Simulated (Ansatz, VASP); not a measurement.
# Two plane-wave programs on O

```
O
1.0
     9.00000    0.00000    0.00000
     0.00000    9.50000    0.00000
     0.00000    0.00000   10.00000
O
2
Cartesian
  4.5000 4.7500 4.3850
  4.5000 4.7500 5.6150
```

Alike in both runs: task relaxation of the atoms; functional LDA; k mesh 1 × 1 × 1; occupations gaussian, width 0.05 eV; collinear spin.

|  | VASP | Ansatz |
| --- | --- | --- |
| version | VASP 6.6.1 | Ansatz 0.2.0 |
| potentials or method | VASP PAW LDA potentials, release 64 (O), cutoff 520 eV | plane waves, PAW |
| valence electrons in the cell | 12 | 12 |

Ansatz gave:

| Item | Value |
| --- | --- |
| gap on the k mesh at the Fermi level, each at its own relaxed structure (eV) | 2.04 |
| net moment per atom (μB) | 1.00 |
| size of the moment on the site where the two differ most (μB) | 0.55 |

Task: What did VASP give for the same quantities?

Result: gap on the k mesh at the Fermi level, each at its own relaxed structure (eV): 1.97; net moment per atom (μB): 1.00; size of the moment on the site where the two differ most (μB): 0.81.

LDA's correlation is that of Perdew and Zunger in VASP and of Perdew and Wang (1992) in Ansatz. Site moments also hang on the region over which each program counts them. Ansatz's warnings: end state compared, stress scf threshold loose.

Noted on VASP's run: the standard files for N, O and F lose accuracy on very short bonds.
